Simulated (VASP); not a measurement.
# Al30Ga (a cell with a defect) in VASP: further runs, part 2 of 2

VASP 6.6.1. Earlier steps stand in the parts before.

**4. Single point, PBE+D3(BJ)**

INCAR

```
SYSTEM = Al30Ga
PREC = Accurate ; ENCUT = 520
EDIFF = 1E-6 ; ISMEAR = 0
SIGMA = 0.05 ; LREAL = Auto
LASPH = .TRUE. ; NELM = 100
ALGO = Normal ; ISIF = 2
LWAVE = .FALSE. ; LCHARG = .TRUE.
GGA = PE ; IVDW = 12
LELF = .TRUE. ; LVHAR = .TRUE.
NBANDS = 72
```

KPOINTS

```
regular mesh
0
G
  3 3 3
  0 0 0
```

POSCAR

```
Al30Ga
1.0
    8.1000000000      0.0000000000      0.0000000000
    0.0000000000      8.1000000000      0.0000000000
    0.0000000000      0.0000000000      8.1000000000
Al Ga
30 1
Direct
    0.5000000000      0.0022159598      0.0022159598
    0.7483457478      0.2499372924      0.0025139345
    0.7483457478      0.0025139345      0.2499372924
    0.0000000000     -0.0006321518     -0.0006321518
    0.2516542522      0.2499372924      0.0025139345
    0.5000000000      0.4984206697      0.0012414916
    0.7513260712      0.7509744555     -0.0011652424
    0.2516542522      0.0025139345      0.2499372924
    0.7495053090      0.4988389994      0.2488099084
    0.5000000000      0.0012414916      0.4984206697
    0.7495053090      0.2488099084      0.4988389994
    0.7513260712     -0.0011652424      0.7509744555
    0.0000000000      0.5014857390     -0.0016844835
    0.2486739288      0.7509744555     -0.0011652424
    0.0000000000      0.2496106747      0.2496106747
    0.2504946910      0.4988389994      0.2488099084
    0.5000000000      0.7511479418      0.2489838823
    0.0000000000     -0.0016844835      0.5014857390
    0.2504946910      0.2488099084      0.4988389994
    0.7511837619      0.7503577569      0.5011174302
    0.2486739288     -0.0011652424      0.7509744555
    0.5000000000      0.2489838823      0.7511479418
    0.7511837619      0.5011174302      0.7503577569
    0.0000000000      0.7511807841      0.2496085490
    0.0000000000      0.5012226815      0.5012226815
    0.2488162381      0.7503577569      0.5011174302
    0.0000000000      0.2496085490      0.7511807841
    0.2488162381      0.5011174302      0.7503577569
    0.5000000000      0.7503524152      0.7503524152
    0.0000000000      0.7502257889      0.7502257889
    0.5000000000      0.4938509880      0.4938509880
```

Potentials or basis: VASP PAW PBE potentials, release 64 (Al, Ga_d).

Run with:

```sh
$ cat potpaw_PBE.64/Al/POTCAR potpaw_PBE.64/Ga_d/POTCAR > POTCAR
$ mpirun -np 1 vasp_std > vasp.out
```

OUTCAR:

```text
SYSTEM = Al30Ga
   PREC = Accurate
   ENCUT = 520
   EDIFF = 1E-6
   ISMEAR = 0
   LREAL = Auto
   LASPH = .TRUE.
   NELM = 100
   ISIF = 2
   GGA = PE
   IVDW = 12
 IVDW          = 12

 ion  position               nearest neighbor table
   1  0.500  0.002  0.002-   2 2.84   5 2.84   3 2.84   8 2.84  17 2.85  22 2.85  14 2.88   7 2.88
                            21 2.88  12 2.88  29 2.89
   2  0.748  0.250  0.003-   3 2.83   9 2.84   1 2.84   6 2.85  15 2.86  22 2.86   4 2.88  12 2.88
                            27 2.88  13 2.88  23 2.88
   3  0.748  0.003  0.250-   2 2.83  11 2.84   1 2.84  10 2.85  15 2.86  17 2.86   4 2.88   7 2.88
                            24 2.88  18 2.88  20 2.88
[... 828 lines left out ...]
  in kB     -43.96558   -40.30886   -40.30886     0.00000    -3.51849    -0.00000
  external pressure =      -41.53 kB  Pullay stress =        0.00 kB

 VOLUME and BASIS-vectors are now :
 -----------------------------------------------------------------------------
  energy-cutoff  :      520.00
  volume of cell :      531.44
      direct lattice vectors                 reciprocal lattice vectors
     8.100000000  0.000000000  0.000000000     0.123456790  0.000000000  0.000000000
     0.000000000  8.100000000  0.000000000     0.000000000  0.123456790  0.000000000
     0.000000000  0.000000000  8.100000000     0.000000000  0.000000000  0.123456790

 POSITION                                       TOTAL-FORCE (eV/Angst)
 -----------------------------------------------------------------------------------
      4.05000      0.01795      0.01795         0.000000      0.002938      0.002938
      6.06160      2.02449      0.02036        -0.003559     -0.001714      0.004955
      6.06160      0.02036      2.02449        -0.003559      0.004955     -0.001714
      0.00000      8.09488      8.09488         0.000000     -0.000278     -0.000278
      2.03840      2.02449      0.02036         0.003559     -0.001714      0.004955
      4.05000      4.03721      0.01006         0.000000     -0.004545     -0.002452
[... 23 lines left out ...]
      0.00000      6.07683      6.07683         0.000000     -0.001620     -0.001620
      4.05000      4.00019      4.00019         0.000000     -0.015010     -0.015010
 -----------------------------------------------------------------------------------
    total drift:                               -0.000000      0.004801      0.004809

  FREE ENERGIE OF THE ION-ELECTRON SYSTEM (eV)
  ---------------------------------------------------
  free  energy   TOTEN  =      -125.1332415251 eV

  energy  without entropy=     -125.1187510294  energy(sigma->0) =     -125.12599628
```

OSZICAR:

```text
N       E                     dE             d eps       ncg     rms          rms(c)
DAV:   1     0.272006862813E+03    0.27201E+03   -0.36448E+04  1160   0.121E+03
DAV:   2    -0.807283637152E+02   -0.35274E+03   -0.32931E+03  1336   0.207E+02
DAV:   3    -0.114363462702E+03   -0.33635E+02   -0.31699E+02  1392   0.635E+01
DAV:   4    -0.116020758699E+03   -0.16573E+01   -0.16221E+01  1440   0.136E+01
DAV:   5    -0.116079922168E+03   -0.59163E-01   -0.58970E-01  1536   0.274E+00    0.724E+00
DAV:   6    -0.115381778893E+03    0.69814E+00   -0.11115E+00  1504   0.432E+00    0.427E+00
DAV:   7    -0.115149989112E+03    0.23179E+00   -0.24887E-01  1360   0.141E+00    0.154E+00
DAV:   8    -0.115099080327E+03    0.50909E-01   -0.39197E-02  1424   0.592E-01    0.517E-01
DAV:   9    -0.115096574511E+03    0.25058E-02   -0.33130E-03  1408   0.176E-01    0.328E-01
DAV:  10    -0.115096247395E+03    0.32712E-03   -0.75163E-04  1504   0.769E-02    0.797E-02
DAV:  11    -0.115096229284E+03    0.18112E-04   -0.12274E-04  1424   0.319E-02    0.245E-02
DAV:  12    -0.115096225980E+03    0.33031E-05   -0.20223E-05  1528   0.129E-02    0.132E-02
DAV:  13    -0.115096226205E+03   -0.22479E-06   -0.35457E-06  1304   0.591E-03
   1 F= -.12513324E+03 E0= -.12512600E+03  d E =-.144905E-01
```

stdout:

```text
POSCAR found type information on POSCAR AlGa
 POSCAR found :  2 types and      31 ions
 scaLAPACK will be used
 LDA part: xc-table for (Slater+PW92), standard interpolation
 POSCAR, INCAR and KPOINTS ok, starting setup
 FFT: planning ... GRIDC
 FFT: planning ... GRID_SOFT
 FFT: planning ... GRID
 WAVECAR not read
 entering main loop
```

It took 4 min on 1 thread of Intel Xeon Platinum 8488C (Sapphire Rapids), shared host; peak memory 0.58 GiB.

Results:

* Free energy: -125.1332 eV
* Pressure: -4.2 GPa
* Largest force: 0.021 eV/Å
* Band gap on the k mesh: zero (an odd number of electrons rules out a gap without spin polarisation)
* Dispersion energy per atom: -0.324 eV

Forces in eV/Å, atoms in the order of the input:
```
Al   0.000  0.003  0.003
Al  -0.004 -0.002  0.005
Al  -0.004  0.005 -0.002
Al   0.000  0.000  0.000
Al   0.004 -0.002  0.005
Al   0.000 -0.005 -0.002
Al   0.003  0.005  0.001
Al   0.004  0.005 -0.002
Al   0.003  0.002 -0.005
Al   0.000 -0.002 -0.005
Al   0.003 -0.005  0.002
Al   0.003  0.001  0.005
Al   0.000  0.002 -0.008
Al  -0.003  0.005  0.001
Al   0.000 -0.004 -0.004
Al  -0.003  0.002 -0.005
Al   0.000  0.008 -0.005
Al   0.000 -0.008  0.002
Al  -0.003 -0.005  0.002
Al  -0.001 -0.001  0.008
Al  -0.003  0.001  0.005
Al   0.000 -0.005  0.008
Al  -0.001  0.008 -0.001
Al   0.000  0.007 -0.002
Al   0.000  0.001  0.001
Al   0.001 -0.001  0.008
Al   0.000 -0.002  0.007
Al   0.001  0.008 -0.001
Al   0.000 -0.004 -0.004
Al   0.000 -0.002 -0.002
Ga   0.000 -0.015 -0.015
```

Levels at points of the mesh, in eV from the Fermi level:
| k point | band 50 | band 51 | band 52 | band 53 | band 54 | band 55 |
| --- | --- | --- | --- | --- | --- | --- |
| (0.00, 0.00, 0.00) | -0.24 | 0.43 | 0.51 | 0.52 | 0.55 | 0.59 |

**5. Single point, PBE+D3(BJ)**

INCAR

```
SYSTEM = Al30Ga
  ALGO = Normal
  EDIFF = 1E-6
  ENCUT = 520
  GGA = PE
  ISIF = 2
  ISMEAR = 0
  IVDW = 12
  LASPH = .TRUE.
  LCHARG = .FALSE.
  LREAL = Auto
  LWAVE = .FALSE.
  NBANDS = 72
  NELM = 80
  PREC = Accurate
  SIGMA = 0.05
```

KPOINTS

```
k-points
0
G
  3 3 3
  0 0 0
```

POSCAR

```
Al30Ga
1.0
    8.1000000000      0.0000000000      0.0000000000
    0.0000000000      8.1000000000      0.0000000000
    0.0000000000      0.0000000000      8.1000000000
Al Ga
30 1
Direct
    0.5000000000      0.0022159259      0.0022159259
    0.7483458025      0.2499372840      0.0025139506
    0.7483458025      0.0025139506      0.2499372840
    0.0000000000     -0.0006320988     -0.0006320988
    0.2516541975      0.2499372840      0.0025139506
    0.5000000000      0.4984206173      0.0012414815
    0.7513260494      0.7509744444     -0.0011651852
    0.2516541975      0.0025139506      0.2499372840
    0.7495053086      0.4988390123      0.2488098765
    0.5000000000      0.0012414815      0.4984206173
    0.7495053086      0.2488098765      0.4988390123
    0.7513260494     -0.0011651852      0.7509744444
    0.0000000000      0.5014856790     -0.0016844444
    0.2486739506      0.7509744444     -0.0011651852
    0.0000000000      0.2496106173      0.2496106173
    0.2504946914      0.4988390123      0.2488098765
    0.5000000000      0.7511479012      0.2489838272
    0.0000000000     -0.0016844444      0.5014856790
    0.2504946914      0.2488098765      0.4988390123
    0.7511837037      0.7503577778      0.5011174074
    0.2486739506     -0.0011651852      0.7509744444
    0.5000000000      0.2489838272      0.7511479012
    0.7511837037      0.5011174074      0.7503577778
    0.0000000000      0.7511807407      0.2496085185
    0.0000000000      0.5012227160      0.5012227160
    0.2488162963      0.7503577778      0.5011174074
    0.0000000000      0.2496085185      0.7511807407
    0.2488162963      0.5011174074      0.7503577778
    0.5000000000      0.7503524691      0.7503524691
    0.0000000000      0.7502258025      0.7502258025
    0.5000000000      0.4938509877      0.4938509877
```

Run with:

```sh
$ cat potpaw_PBE.64/Al/POTCAR potpaw_PBE.64/Ga_d/POTCAR > POTCAR
$ mpirun -np 1 vasp_std > vasp.out
```

It took 3.9 min on 1 thread of Intel Xeon Platinum 8488C (Sapphire Rapids), shared host; peak memory 0.57 GiB.

It converged, with:

| Item | Value |
| --- | --- |
| Free energy | -125.1332 eV |
| Pressure | -4.2 GPa |
| Largest force | 0.021 eV/Å |
| Band gap on the k mesh | zero (an odd number of electrons rules out a gap without spin polarisation) |
| Dispersion energy per atom | -0.324 eV |

Forces in eV/Å, atoms in the order of the input:
```
Al   0.000  0.003  0.003
Al  -0.004 -0.002  0.005
Al  -0.004  0.005 -0.002
Al   0.000  0.000  0.000
Al   0.004 -0.002  0.005
Al   0.000 -0.005 -0.002
Al   0.003  0.005  0.001
Al   0.004  0.005 -0.002
Al   0.003  0.002 -0.005
Al   0.000 -0.002 -0.005
Al   0.003 -0.005  0.002
Al   0.003  0.001  0.005
Al   0.000  0.002 -0.008
Al  -0.003  0.005  0.001
Al   0.000 -0.004 -0.004
Al  -0.003  0.002 -0.005
Al   0.000  0.008 -0.005
Al   0.000 -0.008  0.002
Al  -0.003 -0.005  0.002
Al  -0.001 -0.001  0.008
Al  -0.003  0.001  0.005
Al   0.000 -0.005  0.008
Al  -0.001  0.008 -0.001
Al   0.000  0.007 -0.002
Al   0.000  0.001  0.001
Al   0.001 -0.001  0.008
Al   0.000 -0.002  0.007
Al   0.001  0.008 -0.001
Al   0.000 -0.004 -0.004
Al   0.000 -0.002 -0.002
Ga   0.000 -0.015 -0.015
```

Stress tensor (GPa, compression positive):
```
-4.40  0.00  0.00
 0.00 -4.03 -0.35
 0.00 -0.35 -4.03
```

Levels at points of the mesh, in eV from the Fermi level:
| k point | band 49 | band 50 | band 51 | band 52 | band 53 | band 54 | band 55 | band 56 |
| --- | --- | --- | --- | --- | --- | --- | --- | --- |
| (0.00, 0.00, 0.00) | -0.25 | -0.24 | 0.43 | 0.51 | 0.52 | 0.55 | 0.59 | 0.64 |

**6. Overview**

| cell | gap on the mesh (eV) | pressure (GPa) | largest force (eV/Å) |
| --- | --- | --- | --- |
| as given, atomic positions A | none | -3.8 | 0.43 |
| as given, atomic positions B | none | -4.0 | 0.40 |
| as given, atomic positions C | none | -4.2 | 0.02 |

Alike in all rows: task single point; level PBE+D3(BJ); potentials or basis VASP PAW PBE potentials, release 64 (Al, Ga_d); no spin polarisation; k mesh 3 × 3 × 3; cutoff (eV) 520; smearing gaussian 0.05 eV.

Total energies depend on the potentials used, so only differences within one code and one set of settings carry meaning.
